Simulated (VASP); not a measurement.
# P in VASP: further runs

Aim: see how the results for P move with the level of theory and the settings. Levels: RPBE+D3(BJ), LDA. Tasks: relaxation of cell and atoms, single point.

Everything below comes from runs of VASP 6.6.1. Logs are shortened: lines on timing, memory, paths and dates and some standing lists are left out, and cuts for length are marked.

### Step 1. The cell of the first run

Symmetry: P2/m, No. 10, monoclinic system. The conventional cell has a = 2.425 Å, b = 2.439 Å, c = 4.852 Å, α = 90.00°, β = 90.24°, γ = 90.00°. P (site symmetry m) has 6 P at 2.42 to 2.44 Å within 3.2 Å.

### Step 2. Relaxation of cell and atoms, RPBE+D3(BJ)

Input file INCAR:

```
SYSTEM = P
PREC     = Accurate       ! precision mode
ENCUT    = 600            ! plane-wave cutoff, eV
EDIFF    = 1E-7           ! SCF threshold, eV
ISMEAR   = 0              ! smearing method
SIGMA    = 0.05           ! smearing width, eV
LREAL    = .False.        ! projectors in reciprocal space
LASPH    = .True.         ! aspherical terms in the spheres
NELM     = 80             ! most SCF steps
ALGO     = Normal         ! electronic algorithm
ISIF     = 3              ! what is computed and relaxed
LWAVE    = .False.        ! write WAVECAR
LCHARG   = .False.        ! write CHGCAR
GGA      = RP             ! functional
IVDW     = 12             ! dispersion correction
IBRION   = 2              ! ionic algorithm
NSW      = 80             ! ionic steps
EDIFFG   = -0.02          ! ionic threshold
```

Input file KPOINTS:

```
Automatic mesh
0
Gamma
  11 11 6
  0 0 0
```

Input file POSCAR:

```
P
1.0
    2.4246941115      0.0000000000      0.0000000000
    0.0000000000      2.4385351442      0.0000000000
   -0.0203144631      0.0000000000      4.8524328982
P
2
Direct
    0.0000000300      0.0000000000      0.7494253600
    0.9999999700      0.0000000000      0.2505746400
```

Potentials or basis: VASP PAW PBE potentials, release 64 (P).

On the command line:

```bash
$ cat potpaw_PBE.64/P/POTCAR > POTCAR
$ mpirun -np 1 vasp_std > vasp.out
```

OUTCAR:

```text
SYSTEM = P
   PREC = Accurate
   ENCUT = 600
   EDIFF = 1E-7
   ISMEAR = 0
   LREAL = .False.
   LASPH = .True.
   NELM = 80
   ISIF = 3
   GGA = RP
   IVDW = 12
   IBRION = 2
   NSW = 80
   EDIFFG = -0.02
 IVDW          = 12

 ion  position               nearest neighbor table
   1  0.000  0.000  0.749-   2 2.42   2 2.43
   2  1.000  0.000  0.251-   1 2.42   1 2.43

  LATTYP: Found a simple monoclinic cell.
 ALAT       =     2.4246941115
 B/A-ratio  =     1.0057083624
 C/A-ratio  =     2.0012732318
 COS(beta)  =    -0.0041864124

  Lattice vectors:

 A1 = (   2.4246941115,   0.0000000000,   0.0000000000)
 A2 = (   0.0000000000,   2.4385351442,   0.0000000000)
 A3 = (  -0.0203144631,   0.0000000000,   4.8524328982)

Analysis of symmetry for initial positions (statically):
=====================================================================
 Subroutine PRICEL returns:
 Original cell was already a primitive cell.

 Routine SETGRP: Setting up the symmetry group for a
 simple monoclinic supercell.

 Subroutine GETGRP returns: Found  4 space group operations
 (whereof  4 operations were pure point group operations)
 out of a pool of  4 trial point group operations.

The static configuration has the point symmetry C_2h.

Analysis of symmetry for dynamics (positions and initial velocities):
=====================================================================
 Subroutine PRICEL returns:
 Original cell was already a primitive cell.

 Routine SETGRP: Setting up the symmetry group for a
 simple monoclinic supercell.

 Subroutine GETGRP returns: Found  4 space group operations
 (whereof  4 operations were pure point group operations)
 out of a pool of  4 trial point group operations.

The dynamic configuration has the point symmetry C_2h.

 Subroutine INISYM returns: Found  4 space group operations
 (whereof  4 operations are pure point group operations),
 and found     1 'primitive' translations

----------------------------------------------------------------------------------------

                                     Primitive cell

  volume of cell :      28.6910

  direct lattice vectors                    reciprocal lattice vectors
     2.424694112  0.000000000  0.000000000     0.412423157  0.000000000  0.001726589
     0.000000000  2.438535144  0.000000000     0.000000000  0.410082259  0.000000000
    -0.020314463  0.000000000  4.852432898     0.000000000  0.000000000  0.206082190

  length of vectors
     2.424694112  2.438535144  4.852475421     0.412426771  0.410082259  0.206082190

  position of ions in fractional coordinates (direct lattice)
     0.000000030  0.000000000  0.749425360
     0.999999970  0.000000000  0.250574640

  ion indices of the primitive-cell ions
   primitive index   ion index
                 1           1
                 2           2

----------------------------------------------------------------------------------------

 KPOINTS: Automatic mesh

Automatic generation of k-mesh.
 Grid dimensions read from file:
 generate k-points for:   11   11    6

 Generating k-lattice:

  Cartesian coordinates                     Fractional coordinates (reciprocal lattice)
     0.037493014  0.000000000  0.000156963     0.090909091  0.000000000  0.000000000
     0.000000000  0.037280205  0.000000000     0.000000000  0.090909091  0.000000000
     0.000000000  0.000000000  0.034347032     0.000000000  0.000000000  0.166666667

  Length of vectors
     0.037493343  0.037280205  0.034347032

  Shift w.r.t. Gamma in fractional coordinates (k-lattice)
     0.000000000  0.000000000  0.000000000

 Subroutine IBZKPT returns following result:
 ===========================================

 Found    204 irreducible k-points:

 Following reciprocal coordinates:
            Coordinates               Weight
  0.000000  0.000000  0.000000      1.000000
  0.090909  0.000000 -0.000000      2.000000
  0.181818  0.000000  0.000000      2.000000
  0.272727  0.000000 -0.000000      2.000000
  0.363636  0.000000  0.000000      2.000000
  0.454545  0.000000  0.000000      2.000000
[... 16 lines left out ...]
  0.363636  0.272727  0.000000      4.000000
  0.454545  0.272727  0.000000      4.000000
 [... further k-points ...]
   k-points           NKPTS =    204   k-points in BZ     NKDIM =    204   number of bands    NBANDS=      9
   number of dos      NEDOS =    301   number of ions     NIONS =      2
   total plane-waves  NPLWV =  16000
   dimension x,y,z NGX =    20 NGY =   20 NGZ =   40
   dimension x,y,z NGXF=    40 NGYF=   40 NGZF=   80
   ions per type =               2
   NGX,Y,Z   is equivalent  to a cutoff of  13.71, 13.63, 13.70 a.u.
   NGXF,Y,Z  is equivalent  to a cutoff of  27.43, 27.27, 27.41 a.u.
 SYSTEM =  P
   PREC   = accura    normal or accurate (medium, high low for compatibility)
   ISTART =      0    job   : 0-new  1-cont  2-samecut
   ICHARG =      2    charge: 1-file 2-atom 10-const
   ISPIN  =      1    spin polarized calculation?
   LNONCOLLINEAR =      F non collinear calculations
   LSORBIT =      F    spin-orbit coupling
   LASPH  =      T    aspherical Exc in radial PAW
   ENCUT  =  600.0 eV  44.10 Ry    6.64 a.u.   4.84  4.87  9.69*2*pi/ulx,y,z
   NELM   =     80;   NELMIN=  2; NELMDL= -5     # of ELM steps
   EDIFF  = 0.1E-06   stopping-criterion for ELM
   LREAL  =      F    real-space projection
   EDIFFG = -.2E-01   stopping-criterion for IOM
   NSW    =     80    number of steps for IOM
   IBRION =      2    ionic relax: 0-MD 1-quasi-New 2-CG
   NFREE  =      1    steps in history (QN), initial steepest desc. (CG)
   ISIF   =      3    stress and relaxation
   ISYM   =      2    0-nonsym 1-usesym 2-fastsym
   POTIM  = 0.5000    time-step for ionic-motion
   TEBEG  =    0.0;   TEEND  =   0.0 temperature during run
   PSTRESS=    0.0 pullay stress
   NELECT =      10.0000    total number of electrons
   NUPDOWN=      -1.0000    fix difference up-down
   EMIN   =  10.00;   EMAX   =-10.00  energy-range for DOS
   EFERMI =   0.00;   METHOD = LEGACY
   ISMEAR =     0;   SIGMA  =   0.05  broadening in eV -4-tet -1-fermi 0-gaus
   EFERMI_NEDOS =   21; number of points for ismear=-14 and -15
   IALGO  =     38    algorithm
   IMIX   =      4    mixing-type and parameters
     AMIX     =   0.40;   BMIX     =  1.00
     AMIX_MAG =   1.60;   BMIX_MAG =  1.00
  volume/ion in A,a.u.               =      14.35        96.81
  Fermi-wavevector in a.u.,A,eV,Ry     =   1.152107  2.177167 18.059715  1.327352
  Thomas-Fermi vector in A             =   2.288761
   LORBIT       =      0    0 simple, 1 ext, 2 COOP (PROOUT), +10 PAW based schemes
   GGA     = RP    functional components
   LHFCALC =     F    Hartree Fock is set to
   AEXX    =    0.0000 exact exchange contribution
   IVDW    =    12    specifies the selected vdW correction
   LEPSILON=     F    determine dielectric tensor
   LRPA    =     F    only Hartree local field effects (RPA)
 conjugate gradient relaxation of ions
 non-spin polarized calculation
 Gauss-broadening in eV      SIGMA  =   0.05
  energy-cutoff  :      600.00
  volume of cell :       28.69
 maximum number of plane-waves:       974
   NGX =  9   NGY =  9   NGZ = 19

--------------------------------------- Ionic step        1  -------------------------------------------

 number of electron      10.0000001 magnetization

 Free energy of the ion-electron system (eV)
  ---------------------------------------------------
  ext. energy  EPLUGINS =         0.00000000
  ---------------------------------------------------
  free energy    TOTEN  =        -9.75494240 eV

  energy without entropy =       -9.75404107  energy(sigma->0) =       -9.75449173

 E-fermi :   9.8562     XC(G=0): -11.3119

 val. band max:        9.8456025409   @ k =   0.3636   0.1818   0.5000
 cond. band min:       9.8705304056   @ k =   0.1818   0.3636   0.5000
 fundamental gap:      0.0249278647
 Fermi energy:         9.8561919857

 k-point     1 :       0.0000    0.0000    0.0000
  band No.  band energies     occupation
      1      -6.7286      2.00000
      2      -2.2918      2.00000
      3       1.1192      2.00000
      4      14.9053      0.00000
      5      15.1086      0.00000
      6      15.1548      0.00000
      7      16.6033      0.00000
      8      16.6650      0.00000
      9      17.8435      0.00000
[... 265 lines left out ...]
 k-point    24 :       0.4545    0.2727    0.0000
  band No.  band energies     occupation
      1      -0.8707      2.00000
      2       2.9550      2.00000
      3       3.8404      2.00000
      4       5.8269      2.00000
      5       6.4497      2.00000
      6       9.5474      2.00000
      7      12.6237      0.00000
      8      13.8036      0.00000
      9      15.3858      0.00000

 [... further k-points ...]

------------------------ aborting loop because EDIFF is reached ----------------------------------------

 Edisp (eV)   -3.69916

 E8    (eV) :    -2.0699

  FORCE on cell =-STRESS in cart. coord.  units (eV):
  Direction    XX          YY          ZZ          XY          YZ          ZX
  --------------------------------------------------------------------------------------
  -------------------------------------------------------------------------------------
  Total      -3.80456    -4.02152    -3.89012     0.00000     0.00000     0.02534
  in kB    -212.45615  -224.57212  -217.23439     0.00000     0.00000     1.41491
  external pressure =     -218.09 kB  Pullay stress =        0.00 kB
[... 301 lines left out ...]
  energy  without entropy=      -13.8288301615  energy(sigma->0) =      -13.82916878

--------------------------------------- Ionic step        9  -------------------------------------------

 number of electron      10.0000002 magnetization

 Free energy of the ion-electron system (eV)
  ---------------------------------------------------
  ext. energy  EPLUGINS =         0.00000000
  ---------------------------------------------------
  free energy    TOTEN  =        -9.26639190 eV

  energy without entropy =       -9.26577923  energy(sigma->0) =       -9.26608557

 E-fermi :  12.6738     XC(G=0): -12.1260

 val. band max:       12.6584740948   @ k =   0.4545   0.2727   0.0000
 cond. band min:      12.7120383698   @ k =   0.2727   0.2727  -0.0000
 fundamental gap:      0.0535642750
 Fermi energy:        12.6737653809

 k-point     1 :       0.0000    0.0000    0.0000
  band No.  band energies     occupation
      1      -5.9551      2.00000
      2      -0.7454      2.00000
      3       2.2171      2.00000
      4      18.4455      0.00000
      5      18.9946      0.00000
      6      19.0777      0.00000
      7      19.0809      0.00000
      8      19.1834      0.00000
      9      22.0434      0.00000
[... 265 lines left out ...]
 k-point    24 :       0.4545    0.2727    0.0000
  band No.  band energies     occupation
      1       1.0805      2.00000
      2       4.4869      2.00000
      3       6.4516      2.00000
      4       7.9834      2.00000
      5       8.7314      2.00000
      6      12.6585      1.33462
      7      14.4679      0.00000
      8      17.9196      0.00000
      9      18.4319      0.00000

 [... further k-points ...]

------------------------ aborting loop because EDIFF is reached ----------------------------------------

 Edisp (eV)   -4.56318

 E8    (eV) :    -2.5633

  FORCE on cell =-STRESS in cart. coord.  units (eV):
  Direction    XX          YY          ZZ          XY          YZ          ZX
  --------------------------------------------------------------------------------------
  -------------------------------------------------------------------------------------
  Total       0.00526     0.01161     0.01899     0.00000     0.00000     0.00249
  in kB       0.35095     0.77413     1.26666     0.00000     0.00000     0.16623
  external pressure =        0.80 kB  Pullay stress =        0.00 kB
[... 17 lines left out ...]
  FREE ENERGIE OF THE ION-ELECTRON SYSTEM (eV)
  ---------------------------------------------------
  free  energy   TOTEN  =       -13.8295754264 eV

  energy  without entropy=      -13.8289627514  energy(sigma->0) =      -13.82926909

 reached required accuracy - stopping structural energy minimisation
```

It took 3.2 min on 1 thread of Intel Xeon Platinum 8488C (Sapphire Rapids), shared host; peak memory 0.19 GiB.

What came out:

- Free energy: -13.8296 eV
- Relaxed volume: 12.01 Å³/atom
- Relaxed cell: a = 2.281 Å, b = 2.280 Å, c = 4.618 Å, α = 90.00°, β = 90.01°, γ = 90.00°
- Space group after relaxing (to 0.05 Å): Pm-3m (No. 221)
- Energy gained by relaxing: 187.7 meV/atom
- Ionic steps: 9
- Pressure after relaxing: 0.1 GPa
- Band gap on the k mesh: zero (band 5 reaches 20.36 eV, above the bottom of band 6 at 8.84 eV)
- Dispersion energy per atom: -2.282 eV

The path:
| step | energy change (eV) | largest force (eV/Å) | pressure (GPa) | volume (Å³) |
| --- | --- | --- | --- | --- |
| 1 | 0.0000 | 0.0129 | -21.81 | 28.69 |
| 2 | -0.1676 | 0.0879 | 26.88 | 21.32 |
| 3 | -0.3713 | 0.0319 | 0.32 | 24.07 |
| 4 | -0.3713 | 0.0304 | -0.34 | 24.15 |
| 5 | -0.3749 | 0.0416 | -0.54 | 24.13 |
| 6 | -0.3749 | 0.0380 | -0.55 | 24.12 |
| 7 | -0.3752 | 0.0145 | 0.32 | 23.98 |
| 8 | -0.3754 | 0.0058 | -0.06 | 24.04 |
| 9 | -0.3755 | 0.0017 | 0.08 | 24.02 |

Final structure:
```
CELL_PARAMETERS angstrom
2.28062 0.00000 0.00459
0.00000 2.28048 0.00000
-0.00984 0.00000 4.61829
ATOMIC_POSITIONS crystal
P 0.00001 0.00000 0.75001
P 0.99999 0.00000 0.24999
```

Caveat: the volume moved by over 15 % at a fixed basis, so the end points are rough; the PAW data sets were made with another functional, which shifts forces and pressure a little; pairwise dispersion overbinds metals, which lowers pressure and volume.

### Step 3. Single point, RPBE+D3(BJ)

This run uses another cell than the first one, of 12.12 Å³/atom, 0.845 times its volume.

Input file INCAR:

```
SYSTEM = P
  ALGO = Normal
  EDIFF = 1E-6
  ENCUT = 520
  GGA = RP
  ISIF = 2
  ISMEAR = 0
  IVDW = 12
  LASPH = .TRUE.
  LCHARG = .FALSE.
  LREAL = .FALSE.
  LWAVE = .FALSE.
  NBANDS = 12
  NELM = 80
  PREC = Accurate
  SIGMA = 0.05
```

Input file KPOINTS:

```
k-points
0
G
  11 11 6
  0 0 0
```

Input file POSCAR:

```
P
1.0
    2.2883200788      0.0000000000      0.0048925670
    0.0000000000      2.2883200754      0.0000000000
   -0.0093806228      0.0000000000      4.6301647369
P
2
Direct
    0.0000017857      0.0000000000      0.7500037530
    0.9999982143      0.0000000000      0.2499962470
```

Potentials or basis: VASP PAW PBE potentials, release 64 (P).

On the command line:

```bash
$ cat potpaw_PBE.64/P/POTCAR > POTCAR
$ mpirun -np 1 vasp_std > vasp.out
```

It took 21 s on 1 thread of Intel Xeon Platinum 8488C (Sapphire Rapids), shared host; peak memory 0.17 GiB.

It converged, with:

* Free energy: -13.8278 eV
* Pressure: -1.4 GPa
* Band gap on the k mesh: zero (band 5 reaches 20.12 eV, above the bottom of band 6 at 8.69 eV)
* Dispersion energy per atom: -2.257 eV

Levels at points of the mesh, in eV from the Fermi level:
```tsv
k point	band 3	band 4	band 5	band 6	band 7	band 8
(0.00, 0.00, 0.00)	-10.37	5.74	6.33	6.33	6.34	6.52
(0.00, 0.00, 0.50)	-3.86	-3.86	7.60	7.60	7.60	7.60
```

Caveat: the PAW data sets were made with another functional, which shifts forces and pressure a little; pairwise dispersion overbinds metals, which lowers pressure and volume.

### Step 4. Single point, LDA

Input file INCAR:

```
ALGO = Normal ; EDIFF = 1E-6
ENCUT = 520 ; GGA = CA
ISIF = 2 ; ISMEAR = 0
LASPH = True ; LCHARG = False
LREAL = False ; LWAVE = False
NBANDS = 12 ; NELM = 80
PREC = Accurate ; SIGMA = 0.05
```

Input file KPOINTS:

```
k-points
0
Gamma
  11 11 6
```

Input file POSCAR:

```
P
1.0
    2.4246941115      0.0000000000      0.0000000000
    0.0000000000      2.4385351442      0.0000000000
   -0.0203144631      0.0000000000      4.8524328982
P
2
Direct
    0.0000000300      0.0000000000      0.7494253600
    0.9999999700      0.0000000000      0.2505746400
```

Potentials or basis: VASP PAW LDA potentials, release 64 (P).

On the command line:

```bash
$ cat potpaw_LDA.64/P/POTCAR > POTCAR
$ mpirun -np 1 vasp_std > vasp.out
```

Wall time 19 s (1 thread of Intel Xeon Platinum 8488C (Sapphire Rapids), shared host); peak memory 0.15 GiB.

It converged, with:

```yaml
Free_energy: -12.0702 eV
Pressure: -3.0 GPa
Largest_force: 0.012 eV/Å
Band_gap_on_the_k_mesh: zero (band 5 reaches 15.76 eV, above the bottom of band 6 at 6.19 eV)
```

Forces on the atoms (eV/Å):
```
P    0.000  0.000 -0.012
P    0.000  0.000  0.012
```

Stress tensor (GPa, compression positive):
```
-2.52  0.00  0.16
 0.00 -3.49  0.00
 0.16  0.00 -3.01
```

Levels at points of the mesh, in eV from the Fermi level:
| k point | band 3 | band 4 | band 5 | band 6 | band 7 | band 8 |
| --- | --- | --- | --- | --- | --- | --- |
| (0.00, 0.00, 0.00) | -8.73 | 4.96 | 5.16 | 5.20 | 6.87 | 6.93 |
| (0.00, 0.00, 0.50) | -3.06 | -3.01 | 6.03 | 6.07 | 6.27 | 6.30 |

### Step 5. Overview

| task | level | potentials or basis | cell | cutoff (eV) | gap on the mesh (eV) | pressure (GPa) |
| --- | --- | --- | --- | --- | --- | --- |
| relaxation of cell and atoms | RPBE+D3(BJ) | VASP PAW PBE potentials, release 64 (P) | relaxed from a = 2.425, b = 2.439, c = 4.852 Å, angles 90.0, 90.2, 90.0°, 2 atoms | 600 | none | 0.1 |
| single point | RPBE+D3(BJ) | VASP PAW PBE potentials, release 64 (P) | a = 2.288, b = 2.288, c = 4.630 Å, 2 atoms | 520 | none | -1.4 |
| single point | LDA | VASP PAW LDA potentials, release 64 (P) | a = 2.425, b = 2.439, c = 4.852 Å, angles 90.0, 90.2, 90.0°, 2 atoms | 520 | none | -3.0 |

Alike in all rows: no spin polarisation; k mesh 11 × 11 × 6; smearing gaussian 0.05 eV.

Caveats: the PAW data sets were made with another functional, which shifts forces and pressure a little (some runs); pairwise dispersion overbinds metals, which lowers pressure and volume (some runs); the volume moved by over 15 % at a fixed basis, so the end points are rough (some runs).

Total energies depend on the potentials used, so only differences within one code and one set of settings carry meaning.
